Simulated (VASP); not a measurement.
Crystal: Mg2Si.

```
Mg Si
1.0
     0.00000    3.18204    3.18204
     3.18204    0.00000    3.18204
     3.18204    3.18204    0.00000
Mg Si
2 1
Cartesian
  1.5910 1.5910 1.5910
  4.7731 4.7731 4.7731
  0.0000 0.0000 0.0000
```

Base run:

```yaml
Program: VASP 6.6.1
Functional: PBE
Potentials_or_basis: VASP PAW PBE potentials, release 64 (Mg, Si)
Cutoff: 600 eV
k_mesh: 6 × 6 × 6
Occupations: gaussian, width 0.05 eV
Spin: no spin polarisation
```

Its results: band gap on the k mesh 0.21 eV, indirect (least direct gap 1.84 eV); pressure -0.1 GPa.

Q: The run is repeated on the same cell with these changes: functional from PBE to r2SCAN; cutoff from 600 eV to 660 eV; k mesh from 6 × 6 × 6 to 10 × 10 × 10. What comes out?

A: Band gap on the k mesh 0.46 eV, indirect (least direct gap 2.42 eV); pressure -1.0 GPa.

Several settings changed at once, so the effect can't be laid on one alone.

Caveats: the PAW data sets were made with another functional, which shifts forces and pressure a little (some runs).

A k mesh can miss the band edges.
